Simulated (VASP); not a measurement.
# CoSi (P2_13) in VASP: further runs

CoSi is run at these levels: PBE, PBEsol; tasks: single point.

Everything below comes from runs of VASP 6.6.1. Logs are shortened: lines on timing, memory, paths and dates and some standing lists are left out, and cuts for length are marked.

**1. The cell of the first run**

The structure is cubic, space group P2_13 (No. 198). Conventional cell: a = 4.408 Å, b = 4.408 Å, c = 4.408 Å, α = 90.00°, β = 90.00°, γ = 90.00°. Within 3.0 Å of Co (site symmetry 3) lie 7 Si at 2.27 to 2.45 Å and 6 Co at 2.71 Å. Si (site symmetry 3) has 7 Co at 2.27 to 2.45 Å and 6 Si at 2.73 Å within 3.0 Å.

**2. Single point, PBE, collinear spin, ferromagnetic start**

INCAR reads:

```
PREC = Accurate ; ENCUT = 520
EDIFF = 1E-6 ; ISMEAR = -1
SIGMA = 0.05 ; LREAL = False
LASPH = True ; NELM = 150
ALGO = Normal ; ISIF = 2
LWAVE = False ; LCHARG = False
ISPIN = 2 ; MAGMOM = 2 2 2 2 0 0 0 0
LORBIT = 11 ; LMAXMIX = 4
GGA = PE ; NBANDS = 40
```

KPOINTS reads:

```
Automatic mesh
0
Gamma
  6 6 6
```

POSCAR reads:

```
CoSi
1.0
    4.4082138676      0.0000000000      0.0000000000
    0.0000000000      4.4082138676      0.0000000000
    0.0000000000      0.0000000000      4.4082138676
Co Si
4 4
Direct
    0.8600000000      0.6400000000      0.3600000000
    0.6400000000      0.3600000000      0.8600000000
    0.3600000000      0.8600000000      0.6400000000
    0.1400000000      0.1400000000      0.1400000000
    0.1570000000      0.3430000000      0.6570000000
    0.3430000000      0.6570000000      0.1570000000
    0.6570000000      0.1570000000      0.3430000000
    0.8430000000      0.8430000000      0.8430000000
```

Potentials or basis: VASP PAW PBE potentials, release 64 (Co, Si).

Started as:

```bash
$ cat potpaw_PBE.64/Co/POTCAR potpaw_PBE.64/Si/POTCAR > POTCAR
$ mpirun -np 1 vasp_std > vasp.out
```

OUTCAR:

```text
PREC = Accurate
   ENCUT = 520
   EDIFF = 1E-6
   ISMEAR = -1
   LREAL = False
   LASPH = True
   NELM = 150
   ISIF = 2
   ISPIN = 2
   LORBIT = 11
   GGA = PE

 ion  position               nearest neighbor table
   1  0.860  0.640  0.360-   5 2.27   6 2.31   7 2.31   8 2.31   7 2.45   8 2.45   6 2.45   2 2.71
                             2 2.71   3 2.71   4 2.71   3 2.71   4 2.71
   2  0.640  0.360  0.860-   6 2.27   5 2.31   7 2.31   8 2.31   5 2.45   7 2.45   8 2.45   1 2.71
                             1 2.71   3 2.71   3 2.71   4 2.71   4 2.71
   3  0.360  0.860  0.640-   7 2.27   6 2.31   5 2.31   8 2.31   6 2.45   5 2.45   8 2.45   1 2.71
                             4 2.71   2 2.71   2 2.71   1 2.71   4 2.71
   4  0.140  0.140  0.140-   8 2.27   6 2.31   7 2.31   5 2.31   6 2.45   5 2.45   7 2.45   2 2.71
                             3 2.71   1 2.71   3 2.71   1 2.71   2 2.71
   5  0.157  0.343  0.657-   1 2.27   2 2.31   3 2.31   4 2.31   3 2.45   4 2.45   2 2.45   8 2.73
                             6 2.73   6 2.73   8 2.73   7 2.73   7 2.73
   6  0.343  0.657  0.157-   2 2.27   1 2.31   3 2.31   4 2.31   1 2.45   3 2.45   4 2.45   8 2.73
                             5 2.73   5 2.73   7 2.73   7 2.73   8 2.73
   7  0.657  0.157  0.343-   3 2.27   2 2.31   1 2.31   4 2.31   2 2.45   1 2.45   4 2.45   8 2.73
                             8 2.73   5 2.73   6 2.73   6 2.73   5 2.73
   8  0.843  0.843  0.843-   4 2.27   2 2.31   3 2.31   1 2.31   2 2.45   1 2.45   3 2.45   5 2.73
                             6 2.73   7 2.73   7 2.73   5 2.73   6 2.73

  LATTYP: Found a simple cubic cell.
 ALAT       =     4.4082138676

  Lattice vectors:

 A1 = (   4.4082138676,   0.0000000000,   0.0000000000)
 A2 = (   0.0000000000,   4.4082138676,   0.0000000000)
 A3 = (   0.0000000000,   0.0000000000,   4.4082138676)

Analysis of symmetry for initial positions (statically):
=====================================================================
 Subroutine PRICEL returns:
 Original cell was already a primitive cell.

 Routine SETGRP: Setting up the symmetry group for a
 simple cubic supercell.

 Subroutine GETGRP returns: Found 12 space group operations
 (whereof  3 operations were pure point group operations)
 out of a pool of 48 trial point group operations.

The static configuration has the point symmetry C_3 .
 The point group associated with its full space group is T   .

Analysis of symmetry for dynamics (positions and initial velocities):
=====================================================================
 Subroutine PRICEL returns:
 Original cell was already a primitive cell.

 Routine SETGRP: Setting up the symmetry group for a
 simple cubic supercell.

 Subroutine GETGRP returns: Found 12 space group operations
 (whereof  3 operations were pure point group operations)
 out of a pool of 48 trial point group operations.

The dynamic configuration has the point symmetry C_3 .
 The point group associated with its full space group is T   .

Analysis of structural, dynamic, and magnetic symmetry:
=====================================================================
 Subroutine PRICEL returns:
 Original cell was already a primitive cell.

 Routine SETGRP: Setting up the symmetry group for a
 simple cubic supercell.

 Subroutine GETGRP returns: Found 12 space group operations
 (whereof  3 operations were pure point group operations)
 out of a pool of 48 trial point group operations.

The overall configuration has the point symmetry C_3 .
 The point group associated with its full space group is T   .

 Subroutine INISYM returns: Found 12 space group operations
 (whereof  3 operations are pure point group operations),
 and found     1 'primitive' translations

----------------------------------------------------------------------------------------

                                     Primitive cell

  volume of cell :      85.6620

  direct lattice vectors                    reciprocal lattice vectors
     4.408213868  0.000000000  0.000000000     0.226849248  0.000000000  0.000000000
     0.000000000  4.408213868  0.000000000     0.000000000  0.226849248  0.000000000
     0.000000000  0.000000000  4.408213868     0.000000000  0.000000000  0.226849248

  length of vectors
     4.408213868  4.408213868  4.408213868     0.226849248  0.226849248  0.226849248

  position of ions in fractional coordinates (direct lattice)
     0.860000000  0.640000000  0.360000000
[... 80 lines left out ...]
   PREC   = accura    normal or accurate (medium, high low for compatibility)
   ISTART =      0    job   : 0-new  1-cont  2-samecut
   ICHARG =      2    charge: 1-file 2-atom 10-const
   ISPIN  =      2    spin polarized calculation?
   LNONCOLLINEAR =      F non collinear calculations
   LSORBIT =      F    spin-orbit coupling
   LASPH  =      T    aspherical Exc in radial PAW
   ENCUT  =  520.0 eV  38.22 Ry    6.18 a.u.   8.20  8.20  8.20*2*pi/ulx,y,z
   NELM   =    150;   NELMIN=  2; NELMDL= -5     # of ELM steps
   EDIFF  = 0.1E-05   stopping-criterion for ELM
   LREAL  =      F    real-space projection
   EDIFFG = 0.1E-04   stopping-criterion for IOM
   NSW    =      0    number of steps for IOM
   IBRION =     -1    ionic relax: 0-MD 1-quasi-New 2-CG
   NFREE  =      0    steps in history (QN), initial steepest desc. (CG)
   ISIF   =      2    stress and relaxation
   ISYM   =      2    0-nonsym 1-usesym 2-fastsym
   POTIM  = 0.5000    time-step for ionic-motion
   TEBEG  =    0.0;   TEEND  =   0.0 temperature during run
   PSTRESS=    0.0 pullay stress
   NELECT =      52.0000    total number of electrons
   NUPDOWN=      -1.0000    fix difference up-down
   EMIN   =  10.00;   EMAX   =-10.00  energy-range for DOS
   EFERMI =   0.00;   METHOD = LEGACY
   ISMEAR =    -1;   SIGMA  =   0.05  broadening in eV -4-tet -1-fermi 0-gaus
   EFERMI_NEDOS =   21; number of points for ismear=-14 and -15
   IALGO  =     38    algorithm
   IMIX   =      4    mixing-type and parameters
     AMIX     =   0.40;   BMIX     =  1.00
     AMIX_MAG =   1.60;   BMIX_MAG =  1.00
  volume/ion in A,a.u.               =      10.71        72.26
  Fermi-wavevector in a.u.,A,eV,Ry     =   1.386160  2.619462 26.142763  1.921439
  Thomas-Fermi vector in A             =   2.510502
   LORBIT       =     11    0 simple, 1 ext, 2 COOP (PROOUT), +10 PAW based schemes
   GGA     = PE    functional components
   LHFCALC =     F    Hartree Fock is set to
   AEXX    =    0.0000 exact exchange contribution
   IVDW    =     0    specifies the selected vdW correction
   LEPSILON=     F    determine dielectric tensor
   LRPA    =     F    only Hartree local field effects (RPA)
 spin polarized calculation
  energy-cutoff  :      520.00
  volume of cell :       85.66
 maximum number of plane-waves:      2325
 NGX is ok and might be reduce to    36
   NGX = 17   NGY = 17   NGZ = 17

 number of electron      52.0000023 magnetization       0.0158803

 number of electron      52.0000023 magnetization      -0.0007314

 Free energy of the ion-electron system (eV)
  ---------------------------------------------------
  ext. energy  EPLUGINS =         0.00000000
  ---------------------------------------------------
  free energy    TOTEN  =       -54.71104201 eV

  energy without entropy =      -54.69707696  energy(sigma->0) =      -54.70405948

 E-fermi :  12.4065     XC(G=0): -12.9420

 val. band max:       12.3571722823   @ k =   0.0000   0.0000   0.0000
 cond. band min:      12.4542355644   @ k =   0.5000   0.5000   0.3333
 fundamental gap:      0.0970632821
 Fermi energy:        12.4065342071

 spin component 1

 k-point     1 :       0.0000    0.0000    0.0000
  band No.  band energies     occupation
      1      -1.4528      1.00000
      2       4.1018      1.00000
      3       4.1018      1.00000
      4       4.1018      1.00000
      5       6.8138      1.00000
      6       6.8138      1.00000
[... 973 lines left out ...]
     37      20.2015      0.00000
     38      20.2015      0.00000
 Fermi energy:        12.4065342071

 spin component 2

 k-point     1 :       0.0000    0.0000    0.0000
  band No.  band energies     occupation
      1      -1.4528      1.00000
      2       4.1018      1.00000
      3       4.1018      1.00000
      4       4.1018      1.00000
      5       6.8138      1.00000
      6       6.8138      1.00000
[... 973 lines left out ...]
     37      20.2015      0.00000
     38      20.2015      0.00000
 [bands above 38 left out]

------------------------ aborting loop because EDIFF is reached ----------------------------------------

  FORCE on cell =-STRESS in cart. coord.  units (eV):
  Direction    XX          YY          ZZ          XY          YZ          ZX
  --------------------------------------------------------------------------------------
  -------------------------------------------------------------------------------------
  Total        2.3360652      2.3360652      2.3360652      0.0000000      0.0000000      0.0000000
  in kB       43.6925674     43.6925674     43.6925674      0.0000000      0.0000000      0.0000000
  external PRESSURE =      43.6925674 kB  Pullay stress =       0.0000000 kB

 VOLUME and BASIS-vectors are now :
 -----------------------------------------------------------------------------
  energy-cutoff  :      520.00
  volume of cell :       85.66
      direct lattice vectors                 reciprocal lattice vectors
     4.408213868  0.000000000  0.000000000     0.226849248  0.000000000  0.000000000
     0.000000000  4.408213868  0.000000000     0.000000000  0.226849248  0.000000000
     0.000000000  0.000000000  4.408213868     0.000000000  0.000000000  0.226849248

 POSITION                                       TOTAL-FORCE (eV/Angst)
 -----------------------------------------------------------------------------------
      3.79106      2.82126      1.58696        -0.200256      0.200256     -0.200256
      2.82126      1.58696      3.79106         0.200256     -0.200256     -0.200256
      1.58696      3.79106      2.82126        -0.200256     -0.200256      0.200256
      0.61715      0.61715      0.61715         0.200256      0.200256      0.200256
      0.69209      1.51202      2.89620         0.005591     -0.005591      0.005591
      1.51202      2.89620      0.69209        -0.005591      0.005591      0.005591
      2.89620      0.69209      1.51202         0.005591      0.005591     -0.005591
      3.71612      3.71612      3.71612        -0.005591     -0.005591     -0.005591
 -----------------------------------------------------------------------------------
    total drift:                               -0.000000     -0.000000      0.000000

  FREE ENERGIE OF THE ION-ELECTRON SYSTEM (eV)
  ---------------------------------------------------
  free  energy   TOTEN  =       -54.7110420094 eV

  energy  without entropy=      -54.6970769591  energy(sigma->0) =      -54.70405948

 total charge

# of ion       s       p       d       tot
------------------------------------------
    1        0.443   0.638   7.584   8.665
    2        0.443   0.638   7.584   8.665
    3        0.443   0.638   7.584   8.665
    4        0.443   0.638   7.584   8.665
    5        0.728   0.895   0.000   1.623
    6        0.728   0.895   0.000   1.623
    7        0.728   0.895   0.000   1.623
    8        0.728   0.895   0.000   1.623
--------------------------------------------------
tot          4.684   6.132  30.337  41.153

 magnetization (x)

# of ion       s       p       d       tot
------------------------------------------
    1        0.000   0.000  -0.000  -0.000
    2        0.000   0.000  -0.000  -0.000
    3        0.000   0.000  -0.000  -0.000
    4        0.000   0.000  -0.000  -0.000
    5       -0.000   0.000   0.000   0.000
    6       -0.000   0.000   0.000   0.000
    7       -0.000   0.000   0.000   0.000
    8       -0.000   0.000   0.000   0.000
--------------------------------------------------
tot          0.000   0.000  -0.000  -0.000
```

Wall time 1.7 min (1 thread of Intel Xeon 6975P-C (Granite Rapids), shared host); peak memory 0.3 GiB.

Results:

```
Free energy                                           : -54.7110 eV
Pressure                                              : 4.4 GPa
Largest force                                         : 0.347 eV/Å
Band gap on the k mesh                                : zero (filled and empty bands overlap)
Net moment                                            : 0.00 μB per cell
Valence electrons inside the program's atomic spheres : Co 8.66; Si 1.62
```

Forces on the atoms (eV/Å):
```
Co  -0.200  0.200 -0.200
Co   0.200 -0.200 -0.200
Co  -0.200 -0.200  0.200
Co   0.200  0.200  0.200
Si   0.006 -0.006  0.006
Si  -0.006  0.006  0.006
Si   0.006  0.006 -0.006
Si  -0.006 -0.006 -0.006
```

Levels at points of the mesh, in eV from the Fermi level:
Spin up:
```
           k point  band 22  band 23  band 24  band 25  band 26  band 27  band 28  band 29  band 30  band 31
(0.00, 0.00, 0.00)    -0.97    -0.83    -0.83    -0.05    -0.05    -0.05     2.51     2.51     2.51     2.95
(0.50, 0.00, 0.00)    -1.11    -0.73    -0.73    -0.52    -0.52     0.98     0.98     1.48     1.48     4.33
(0.50, 0.50, 0.00)    -1.60    -1.08    -1.08    -0.07    -0.07     0.54     0.54     2.02     2.02     2.51
(0.50, 0.50, 0.50)    -1.30    -1.30    -1.30    -0.25    -0.25    -0.25    -0.25     5.43     5.43     5.43
```
Spin down:
| k point | band 22 | band 23 | band 24 | band 25 | band 26 | band 27 | band 28 | band 29 | band 30 | band 31 |
| --- | --- | --- | --- | --- | --- | --- | --- | --- | --- | --- |
| (0.00, 0.00, 0.00) | -0.97 | -0.83 | -0.83 | -0.05 | -0.05 | -0.05 | 2.51 | 2.51 | 2.51 | 2.95 |
| (0.50, 0.00, 0.00) | -1.11 | -0.73 | -0.73 | -0.52 | -0.52 | 0.98 | 0.98 | 1.48 | 1.48 | 4.33 |
| (0.50, 0.50, 0.00) | -1.60 | -1.08 | -1.08 | -0.07 | -0.07 | 0.54 | 0.54 | 2.02 | 2.02 | 2.51 |
| (0.50, 0.50, 0.50) | -1.30 | -1.30 | -1.30 | -0.25 | -0.25 | -0.25 | -0.25 | 5.43 | 5.43 | 5.43 |

Caveat: the cell stands under pressure; the moments typed at the start vanished in this run.

**3. Single point, PBEsol, collinear spin, ferromagnetic start**

This run uses another cell than the first one, of 10.93 Å³/atom.

INCAR reads:

```
SYSTEM = CoSi
PREC = Accurate
ENCUT = 690
EDIFF = 1E-6
ISMEAR = -1
SIGMA = 0.05
LREAL = .FALSE.
LASPH = .TRUE.
NELM = 200
ALGO = Normal
ISIF = 2
LWAVE = .FALSE.
LCHARG = .FALSE.
ISPIN = 2
MAGMOM = 4 4 4 4 0 0 0 0
LORBIT = 11
NUPDOWN = 16.0
LMAXMIX = 4
GGA = PS
NBANDS = 56
GGA_COMPAT = .FALSE.
```

KPOINTS reads:

```
Automatic mesh
0
G
  5 5 5
  0 0 0
```

POSCAR: that of step 2 with these lines changed.

```diff
@@ -2,5 +2,5 @@
 1.0
-    4.4082138676      0.0000000000      0.0000000000
-    0.0000000000      4.4082138676      0.0000000000
-    0.0000000000      0.0000000000      4.4082138676
+    4.4380000000      0.0000000000      0.0000000000
+    0.0000000000      4.4380000000      0.0000000000
+    0.0000000000      0.0000000000      4.4380000000
 Co Si
```

Potentials or basis: VASP PAW PBE potentials, release 64 (Co_sv, Si).

Started as:

```bash
$ cat potpaw_PBE.64/Co_sv/POTCAR potpaw_PBE.64/Si/POTCAR > POTCAR
$ mpirun -np 1 vasp_std > vasp.out
```

Wall time 3.2 min (1 thread of Intel Xeon Platinum 8375C at 2.90GHz (Ice Lake), shared host); peak memory 0.34 GiB.

Results (log left out):

```
Free energy                                           : -37.0322 eV
Pressure                                              : 60.8 GPa
Largest force                                         : 1.123 eV/Å
Net moment                                            : 16.00 μB per cell
Site moments                                          : Co +2.69; Si +0.46 μB
Valence electrons inside the program's atomic spheres : Co 15.00; Si 1.75
```

Forces on the atoms (eV/Å):
```
Co  -0.648  0.648 -0.648
Co   0.648 -0.648 -0.648
Co  -0.648 -0.648  0.648
Co   0.648  0.648  0.648
Si  -0.344  0.344 -0.344
Si   0.344 -0.344 -0.344
Si  -0.344 -0.344  0.344
Si   0.344  0.344  0.344
```

Caveat: the cell stands under pressure; the PAW data sets were made with another functional, which shifts forces and pressure a little; the total moment is fixed, so each spin has its own Fermi level and the state may be an excited one.

The gap in the log of VASP goes by the Fermi energy; the results here count the filled bands.